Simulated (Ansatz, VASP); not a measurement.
One calculation of Fe, two programs

```
CELL_PARAMETERS angstrom
4.40027 0.00000 0.00000
-2.20013 3.81074 0.00000
0.00000 0.00000 2.51449
ATOMIC_POSITIONS crystal
Fe 0.00000 0.00000 0.00000
Fe 0.33333 0.66667 0.50000
Fe 0.66667 0.33333 0.50000
```

Alike in both runs: task single point; functional RPBE; k mesh 10 × 10 × 15; occupations fermi-dirac, width 0.05 eV; collinear spin.

|  | VASP | Ansatz |
| --- | --- | --- |
| version | VASP 6.6.1 | Ansatz 0.2.0 |
| potentials or method | VASP PAW PBE potentials, release 64 (Fe), cutoff 520 eV | plane waves (420 eV) with PAW, scalar-relativistic |
| valence electrons in the cell | 24 | 48 |

|  | VASP | Ansatz | Ansatz less VASP |
| --- | --- | --- | --- |
| pressure (GPa) | -12.3 | -12.1 | +0.15 |
| traceless stress, the component that is largest in VASP (GPa) | -0.47 | -0.31 | +0.165 |
| net moment per atom (μB) | 2.77 | 2.78 | +0.008 |
| size of the moment on the site where the two differ most (μB) | 2.82 | 2.86 | +0.043 |

VASP's potentials were made for PBE, not for RPBE. Site moments also hang on the region over which each program counts them. VASP's potentials hold 24 valence electrons a cell and Ansatz's 48, so a difference there can come from the potentials and not from the codes.
